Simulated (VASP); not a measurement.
Write the native input for VASP 6.6.1 that does the following.

```yaml
Task: relaxation of volume and atoms at fixed shape
Functional: PBEsol
Potentials_or_basis: VASP PAW PBE potentials, release 64 (Ti_sv, Al)
Cutoff: 600 eV
k_mesh: 5 × 5 × 5
Occupations: gaussian, width 0.1 eV
Spin: no spin polarisation
Dipole_correction: no
Further_INCAR_settings: ALGO = Normal; EDIFF = 1e-07; IBRION = 2; EDIFFG = -0.02; NSW = 80; ISIF = 8
```

The structure of Ti3Al lies in POSCAR:

```
Ti3Al
1.0
    0.0000000000      3.2317810000      3.2317810000
    3.2317810000      0.0000000000      3.2317810000
    3.2317810000      3.2317810000      0.0000000000
Ti Al
3 1
Direct
    0.7500000000      0.7500000000      0.7500000000
    0.2500000000      0.2500000000      0.2500000000
    0.0000000000      0.0000000000      0.0000000000
    0.5000000000      0.5000000000      0.5000000000
```

One way to write it, as run:

INCAR

```
ALGO = Normal ; EDIFF = 1E-7
EDIFFG = -0.02 ; ENCUT = 600
GGA = PS ; IBRION = 2
ISIF = 8 ; ISMEAR = 0
LASPH = True ; LCHARG = False
LREAL = False ; LWAVE = False
NELM = 80 ; NSW = 80
PREC = Accurate ; SIGMA = 0.1
```

KPOINTS

```
k-points
0
Gamma
  5 5 5
```

Potentials or basis: VASP PAW PBE potentials, release 64 (Ti_sv, Al).

Run with:

```sh
$ cat potpaw_PBE.64/Ti_sv/POTCAR potpaw_PBE.64/Al/POTCAR > POTCAR
$ mpirun -np 1 vasp_std > vasp.out
```

Results of the run:

| Quantity | Value |
| --- | --- |
| Relaxed volume | 16.14 Å³/atom |
| Relaxed cell | a = 4.503 Å, b = 4.503 Å, c = 4.503 Å, α = 60.00°, β = 60.00°, γ = 60.00° |
| Space group after relaxing (to 0.05 Å) | Fm-3m (No. 225) |
| Energy gained by relaxing | 11.6 meV/atom |
| Ionic steps | 3 |
| Pressure after relaxing | 0.0 GPa |

Caveat: the PAW data sets were made with another functional, which shifts forces and pressure a little.

Wall time 110 s on 1 thread of Intel Xeon 6975P-C (shared host), peak memory 0.25 GiB.
